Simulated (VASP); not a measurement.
# AlC18 in VASP: notebook, part 2 of 2

VASP 6.6.1.

## (4) Single point, PBE+D3(BJ), collinear spin, ferromagnetic start

INCAR

```
  PREC = Accurate
  ENCUT = 520
  EDIFF = 1E-7
  ISMEAR = 0
  SIGMA = 0.05
  LREAL = Auto
  LASPH = T
  NELM = 150
  ALGO = Normal
  ISIF = 2
  LWAVE = F
  LCHARG = T
  ISPIN = 2
  MAGMOM = 0 0 0 0 0 0 0 0 0 0 0 0 0 0 0 0 0 0 1
  LORBIT = 11
  GGA = PE
  IVDW = 12
  LELF = T
  LVHAR = T
  NBANDS = 56
```

KPOINTS

```
Automatic mesh
0
Gamma
  2 2 1
```

POSCAR

```
AlC18
1.0
    7.3980000000      0.0000000000      0.0000000000
   -3.6990000000      6.4068560000      0.0000000000
    0.0000000000      0.0000000000     11.0000000000
C Al
18 1
Direct
   -0.0053954010     -0.0086002019      0.0899482354
    0.2165452602      0.1024261442      0.0897269599
   -0.0042931028      0.3252833045      0.0898980926
    0.2173868586      0.4369364616      0.0900253789
   -0.0042912656      0.6586219831      0.0899069246
    0.2173728257      0.7686175469      0.0899329491
    0.3283642532     -0.0094116635      0.0897233847
    0.5520170057      0.1024301354      0.0897286248
    0.3283927704      0.3260454159      0.0897923071
    0.5519767009      0.4378131514      0.0898519617
    0.3290415435      0.6586211079      0.0899035481
    0.5512643042      0.7697358547      0.0899067486
    0.6629221328     -0.0085981676      0.0899511465
    0.8845956557      0.1030608409      0.0898830751
    0.6637838415      0.3260406714      0.0898034070
    0.8856745985      0.4369346993      0.0900353973
    0.6629091160      0.6596892920      0.0900782837
    0.8846009125      0.7697364964      0.0899105498
    0.4367174900      0.2082794274      0.2883568254
```

Potentials or basis: VASP PAW PBE potentials, release 64 (C, Al).

On the command line:

```
cat potpaw_PBE.64/C/POTCAR potpaw_PBE.64/Al/POTCAR > POTCAR
mpirun -np 1 vasp_std > vasp.out
```

OUTCAR:

```text
PREC = Accurate
   ENCUT = 520
   EDIFF = 1E-7
   ISMEAR = 0
   LREAL = Auto
   LASPH = T
   NELM = 150
   ISIF = 2
   ISPIN = 2
   LORBIT = 11
   GGA = PE
   IVDW = 12
 IVDW          = 12

 ion  position               nearest neighbor table
   1  0.995  0.991  0.090-  18 1.42  14 1.42   2 1.42
   2  0.217  0.102  0.090-   1 1.42   9 1.43   7 1.43  19 2.60
   3  0.996  0.325  0.090-   4 1.42  16 1.42  14 1.42
   4  0.217  0.437  0.090-   3 1.42  11 1.42   9 1.42
   5  0.996  0.659  0.090-   6 1.42  16 1.42  18 1.42
   6  0.217  0.769  0.090-   5 1.42  11 1.42   7 1.42
   7  0.328  0.991  0.090-   6 1.42   8 1.43   2 1.43  19 2.59
   8  0.552  0.102  0.090-  13 1.42  15 1.43   7 1.43  19 2.60
   9  0.328  0.326  0.090-   4 1.42  10 1.43   2 1.43  19 2.62
  10  0.552  0.438  0.090-  17 1.42  15 1.43   9 1.43  19 2.63
  11  0.329  0.659  0.090-   6 1.42   4 1.42  12 1.42
  12  0.551  0.770  0.090-  13 1.42  17 1.42  11 1.42
  13  0.663  0.991  0.090-  12 1.42  14 1.42   8 1.42
  14  0.885  0.103  0.090-   1 1.42  13 1.42   3 1.42
  15  0.664  0.326  0.090-  16 1.42  10 1.43   8 1.43  19 2.62
  16  0.886  0.437  0.090-   3 1.42   5 1.42  15 1.42
  17  0.663  0.660  0.090-  12 1.42  18 1.42  10 1.42
  18  0.885  0.770  0.090-   1 1.42  17 1.42   5 1.42
  19  0.437  0.208  0.288-   7 2.59   2 2.60   8 2.60   9 2.62  15 2.62  10 2.63

  LATTYP: Found a hexagonal cell.
 ALAT       =     7.3980000000
 C/A-ratio  =     1.4868883482

  Lattice vectors:

 A1 = (   7.3980000000,   0.0000000000,   0.0000000000)
 A2 = (  -3.6990000000,   6.4068560000,   0.0000000000)
 A3 = (   0.0000000000,   0.0000000000,  11.0000000000)

Analysis of symmetry for initial positions (statically):
=====================================================================
 Subroutine PRICEL returns:
 Original cell was already a primitive cell.

 Routine SETGRP: Setting up the symmetry group for a
 hexagonal supercell.

[... 210 lines left out ...]
      4     -17.8742      1.00000
      5     -17.6824      1.00000
      6     -17.6824      1.00000
[... 197 lines left out ...]
     48       4.0701      0.00000
     49       4.3511      0.00000
 Fermi energy:        -0.6635987665

 spin component 2

 k-point     1 :       0.0000    0.0000    0.0000
  band No.  band energies     occupation
      1     -20.4128      1.00000
      2     -18.0029      1.00000
      3     -17.8746      1.00000
      4     -17.8742      1.00000
      5     -17.6824      1.00000
      6     -17.6824      1.00000
[... 197 lines left out ...]
     48       4.0701      0.00000
     49       4.3509      0.00000
 [bands above 49 left out]

------------------------ aborting loop because EDIFF is reached ----------------------------------------

 Edisp (eV)   -1.80061

 E8    (eV) :    -0.5821

  FORCE on cell =-STRESS in cart. coord.  units (eV):
  Direction    XX          YY          ZZ          XY          YZ          ZX
  --------------------------------------------------------------------------------------
  -------------------------------------------------------------------------------------
  Total       4.91388     4.92068    -0.18668     0.00016     0.01695    -0.00050
  in kB      15.10022    15.12111    -0.57365     0.00050     0.05208    -0.00155
  external pressure =        9.88 kB  Pullay stress =        0.00 kB

 VOLUME and BASIS-vectors are now :
 -----------------------------------------------------------------------------
  energy-cutoff  :      520.00
  volume of cell :      521.38
      direct lattice vectors                 reciprocal lattice vectors
     7.398000000  0.000000000  0.000000000     0.135171668  0.078041398  0.000000000
    -3.699000000  6.406856000  0.000000000     0.000000000  0.156082796  0.000000000
     0.000000000  0.000000000 11.000000000     0.000000000  0.000000000  0.090909091

 POSITION                                       TOTAL-FORCE (eV/Angst)
 -----------------------------------------------------------------------------------
      3.69090      6.35176      0.98943        -0.004305      0.004626      0.005715
      1.22313      0.65623      0.98700         0.000243     -0.002934      0.000968
      6.16302      2.08404      0.98888         0.004582     -0.006016      0.003158
     -0.00800      2.79939      0.99028        -0.003411     -0.001312      0.001480
      4.93001      4.21970      0.98898         0.004457      0.003455     -0.003916
     -1.23499      4.92442      0.98926        -0.001779      0.002081      0.003646
[... 11 lines left out ...]
      3.69702      4.93159      0.98902         0.005945     -0.006673     -0.000714
      2.46041      1.33442      3.17193        -0.000554      0.008510     -0.013194
 -----------------------------------------------------------------------------------
    total drift:                               -0.024748      0.002876      0.000538

  FREE ENERGIE OF THE ION-ELECTRON SYSTEM (eV)
  ---------------------------------------------------
  free  energy   TOTEN  =      -169.3599651831 eV

  energy  without entropy=     -169.3599651831  energy(sigma->0) =     -169.35996518

 total charge

# of ion       s       p       d       tot
------------------------------------------
    1        0.861   1.801   0.000   2.662
    2        0.860   1.786   0.000   2.646
    3        0.862   1.795   0.000   2.656
    4        0.861   1.801   0.000   2.662
    5        0.862   1.795   0.000   2.657
    6        0.861   1.801   0.000   2.662
[... 11 lines left out ...]
   18        0.862   1.795   0.000   2.656
   19        0.628   0.116   0.000   0.744
--------------------------------------------------
tot         16.124  32.405   0.000  48.529

 magnetization (x)

# of ion       s       p       d       tot
------------------------------------------
    1       -0.000  -0.000   0.000  -0.000
    2       -0.000  -0.000   0.000  -0.000
    3        0.000  -0.000   0.000  -0.000
    4       -0.000  -0.000   0.000  -0.000
    5        0.000  -0.000   0.000   0.000
    6       -0.000  -0.000   0.000  -0.000
[... 11 lines left out ...]
   18        0.000  -0.000   0.000   0.000
   19       -0.000   0.000   0.000   0.000
--------------------------------------------------
tot         -0.000  -0.000   0.000  -0.000
```

OSZICAR:

```text
N       E                     dE             d eps       ncg     rms          rms(c)
DAV:   1     0.565238370348E+03    0.56524E+03   -0.30390E+04   896   0.107E+03
[... 17 lines left out ...]
DAV:  19    -0.167559264424E+03   -0.92252E-04   -0.20723E-05   960   0.105E-02    0.244E-03
DAV:  20    -0.167559304096E+03   -0.39672E-04   -0.60339E-06   904   0.684E-03    0.172E-03
DAV:  21    -0.167559339529E+03   -0.35433E-04   -0.46073E-06   856   0.656E-03    0.964E-04
DAV:  22    -0.167559352015E+03   -0.12486E-04   -0.22011E-06   880   0.561E-03    0.538E-04
DAV:  23    -0.167559354048E+03   -0.20329E-05   -0.52632E-07   888   0.324E-03    0.305E-04
DAV:  24    -0.167559354525E+03   -0.47761E-06   -0.16288E-07   880   0.175E-03    0.151E-04
DAV:  25    -0.167559354575E+03   -0.49743E-07   -0.45865E-08   824   0.101E-03
   1 F= -.16935997E+03 E0= -.16935997E+03  d E =-.726393E-15  mag=    -0.0000
```

Wall time 15 min (1 thread of Oxide Virtual Turin-like, shared host); peak memory 0.76 GiB.

Results:

| Property | Result |
| --- | --- |
| Free energy | -169.3600 eV |
| Largest force | 0.016 eV/Å |
| Net moment | 0.00 μB per cell |
| Valence electrons inside the program's atomic spheres | C 2.66, 2.65; Al 0.74 |
| Dispersion energy per atom | -0.095 eV |

Forces in eV/Å, atoms in the order of the input:
```
C   -0.004  0.005  0.006
C    0.000 -0.003  0.001
C    0.005 -0.006  0.003
C   -0.003 -0.001  0.001
C    0.004  0.003 -0.004
C   -0.002  0.002  0.004
C    0.006  0.003 -0.003
C   -0.007  0.005  0.001
C    0.003 -0.003  0.004
C    0.004 -0.013  0.001
C    0.001  0.010  0.000
C    0.001 -0.001 -0.003
C   -0.006  0.001  0.005
C    0.005  0.004  0.001
C   -0.008 -0.010  0.001
C   -0.006 -0.001  0.001
C    0.002  0.004 -0.005
C    0.006 -0.007 -0.001
Al  -0.001  0.009 -0.013
```

Levels at points of the mesh, in eV from the Fermi level:
Spin up:
```csv
k point,band 34,band 35,band 36,band 37,band 38,band 39,band 40,band 41
"(0.00, 0.00, 0.00)",-3.18,-2.80,-0.46,-0.46,-0.28,-0.28,1.94,1.94
"(0.50, 0.00, 0.00)",-3.11,-2.86,-2.56,-2.52,1.22,1.48,1.59,1.86
"(0.00, 0.50, 0.00)",-3.11,-2.86,-2.56,-2.52,1.22,1.48,1.59,1.85
"(0.50, 0.50, 0.00)",-3.11,-2.86,-2.56,-2.52,1.22,1.48,1.59,1.86
```
Spin down:
```
           k point  band 35  band 36  band 37  band 38  band 39  band 40
(0.00, 0.00, 0.00)    -2.80    -0.46    -0.46    -0.28    -0.28     1.94
(0.50, 0.00, 0.00)    -2.86    -2.56    -2.52     1.22     1.48     1.59
(0.00, 0.50, 0.00)    -2.86    -2.56    -2.52     1.22     1.48     1.59
(0.50, 0.50, 0.00)    -2.86    -2.56    -2.52     1.22     1.48     1.59
```

Caveat: the k points lie up to 0.49 Å⁻¹ apart.
